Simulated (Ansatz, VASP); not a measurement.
**One calculation of SnPt2Se3, two programs**

```xyz
6
Lattice="4.9888 0.0000 0.0000 -2.4944 4.3204 0.0000 0.0000 0.0000 9.6731" Properties=species:S:1:pos:R:3 pbc="T T T"
Sn    0.0000    0.0000    0.0000
Pt    0.0000    0.0000    7.2231
Pt    0.0000    0.0000    2.4500
Se    0.0000    0.0000    4.8365
Se    0.0000    2.8803    4.8365
Se    2.4944    1.4401    4.8365
```

Alike in both runs: functional PBE; k mesh 6 × 6 × 4; occupations gaussian, width 0.1 eV; no spin polarisation.

Ansatz relaxed the structure, and its values are those at the end. VASP's run is a single point on that final structure, the one shown.

|  | VASP | Ansatz |
| --- | --- | --- |
| version | VASP 6.6.1 | Ansatz 0.2.0 |
| potentials or method | VASP PAW PBE potentials, release 64 (Sn_d, Pt, Se), cutoff 520 eV | scalar-relativistic, plane waves, PAW |
| valence electrons in the cell | 52 | 98 |

Ansatz gave:

```
gap on the k mesh at the Fermi level (eV) : none
pressure (GPa)                            : -0.2
```

Task: What did VASP give for the same quantities?

Result: gap on the k mesh at the Fermi level (eV): none; pressure (GPa): -0.1.

A gap of «none» marks a metal or a gap that the smearing closes. VASP's potentials hold 52 valence electrons a cell and Ansatz's 98, so a difference there can come from the potentials and not from the codes.

Spin-orbit coupling is off throughout.
